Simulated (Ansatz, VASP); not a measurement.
## ZnS: VASP beside Ansatz

The input INCAR:

```
SYSTEM = ZnS
PREC     = Accurate       ! precision mode
ENCUT    = 520            ! plane-wave cutoff, eV
EDIFF    = 1E-6           ! SCF threshold, eV
ISMEAR   = 0              ! smearing method
SIGMA    = 0.01           ! smearing width, eV
LREAL    = .False.        ! projectors in reciprocal space
LASPH    = .True.         ! aspherical terms in the spheres
NELM     = 100            ! most SCF steps
ALGO     = Normal         ! electronic algorithm
ISIF     = 2              ! what is computed and relaxed
LWAVE    = .False.        ! write WAVECAR
LCHARG   = .False.        ! write CHGCAR
NBANDS   = 36             ! bands
```

Contents of KPOINTS:

```
regular mesh
0
Gamma
  6 6 6
  0 0 0
```

The input POSCAR:

```
ZnS
1.0
    1.9030712000      1.0987386700      9.3519478300
   -1.9030712000      1.0987386700      9.3519478300
    0.0000000000     -2.1974773400      9.3519478300
Zn S
3 3
Direct
    0.9999711404      0.9999711404      0.9999711404
    0.2222694100      0.2222694100      0.2222694100
    0.4446134401      0.4446134401      0.4446134401
    0.0832671700      0.0832671700      0.0832671700
    0.5278423001      0.5278423001      0.5278423001
    0.3053625400      0.3053625400      0.3053625400
```

Input for Ansatz:

```yaml
crystal:
  lattice:
    - [1.9030712, 1.09873867, 9.35194783]
    - [-1.9030712, 1.09873867, 9.35194783]
    - [0.0, -2.19747734, 9.35194783]
  atoms:
    - { symbol: Zn, position: [0.9999711404149981, 0.9999711404149981, 0.9999711404149981] }
    - { symbol: Zn, position: [0.22226941001516115, 0.22226941001516115, 0.22226941001516115] }
    - { symbol: Zn, position: [0.4446134401357826, 0.4446134401357826, 0.4446134401357826] }
    - { symbol: S, position: [0.08326717002226904, 0.08326717002226904, 0.08326717002226904] }
    - { symbol: S, position: [0.5278423001353861, 0.5278423001353861, 0.5278423001353861] }
    - { symbol: S, position: [0.3053625400018226, 0.3053625400018226, 0.3053625400018226] }
basis:
  ecutwfc: 450.0
kpoints:
  mp_grid:
    grid: [6, 6, 6]
hamiltonian:
  xc: lda
  hubbard:
    - { species: Zn, l: d, u_eff: 0.0 }
scf:
  occupations:
    method: fixed
output:
  eigenvalues: true
```

Alike in both runs: task single point; functional LDA; k mesh 6 × 6 × 6; no spin polarisation.

```csv
,VASP,Ansatz
version,VASP 6.6.1,Ansatz 0.2.0
potentials or method,"VASP PAW LDA potentials, release 64 (Zn, S), cutoff 520 eV","plane waves, PAW"
occupations,"gaussian, width 0.01 eV",fixed
valence electrons in the cell,54,54
```

```tsv
	VASP	Ansatz	Ansatz less VASP
gap on the k mesh at the Fermi level (eV)	1.97	1.94	-0.031
```

LDA's correlation is that of Perdew and Zunger in VASP and of Perdew and Wang (1992) in Ansatz.
